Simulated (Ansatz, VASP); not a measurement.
# One calculation of KP2Ru2, two programs

The input INCAR:

```
ALGO = Normal ; EDIFF = 1E-6
ENCUT = 520 ; ISIF = 2
ISMEAR = 1 ; LASPH = True
LCHARG = True ; LELF = True
LREAL = False ; LVHAR = True
LWAVE = False ; NBANDS = 32
NELM = 60 ; PREC = Accurate
SIGMA = 0.1
```

Contents of KPOINTS:

```
k-points
0
Gamma
  9 9 9
```

The input POSCAR:

```
KP2Ru2
1.0
   -2.0380126935      2.0380126935      6.3289808611
    2.0380126935     -2.0380126935      6.3289808611
    2.0380126935      2.0380126935     -6.3289808611
K P Ru
1 2 2
Direct
    0.0000000000      0.0000000000      0.0000000000
    0.3387220000      0.3387220000      0.0000000000
    0.6612780000      0.6612780000      0.0000000000
    0.7500000000      0.2500000000      0.5000000000
    0.2500000000      0.7500000000      0.5000000000
```

Input for Ansatz:

```yaml
crystal:
  lattice:
    - [-2.038012693479247, 2.038012693479247, 6.328980861117595]
    - [2.038012693479247, -2.038012693479247, 6.328980861117595]
    - [2.038012693479247, 2.038012693479247, -6.328980861117595]
  atoms:
    - { symbol: K, position: [0.0, 0.0, 0.0] }
    - { symbol: P, position: [0.338722, 0.338722, 0.0] }
    - { symbol: P, position: [0.661278, 0.661278, 0.0] }
    - { symbol: Ru, position: [0.75, 0.25, 0.5] }
    - { symbol: Ru, position: [0.25, 0.75, 0.5] }
basis:
  ecutwfc: 500.0
kpoints:
  mp_grid:
    grid: [9, 9, 9]
hamiltonian:
  xc: lda
  pseudopotentials:
    kind: paw
scf:
  occupations:
    method: cold
output:
  stress: true
```

Alike in both runs: task single point; functional LDA; k mesh 9 × 9 × 9; no spin polarisation.

|  | VASP | Ansatz |
| --- | --- | --- |
| version | VASP 6.6.1 | Ansatz 0.2.0 |
| potentials or method | VASP PAW LDA potentials, release 64 (K_sv, P, Ru_pv), cutoff 520 eV | plane waves, PAW |
| occupations | methfessel-paxton of order 1, width 0.1 eV | cold |
| valence electrons in the cell | 47 | 51 |

Ansatz gave:

| Property | Result |
| --- | --- |
| pressure (GPa) | -8.2 |
| traceless stress, the component that is largest in VASP (GPa) | 2.32 |

Q: What did VASP give for the same quantities?

A: Pressure (GPa): -8.0; traceless stress, the component that is largest in VASP (GPa): 2.19.

LDA's correlation is that of Perdew and Zunger in VASP and of Perdew and Wang (1992) in Ansatz. VASP's potentials hold 47 valence electrons a cell and Ansatz's 51, so a difference there can come from the potentials and not from the codes.
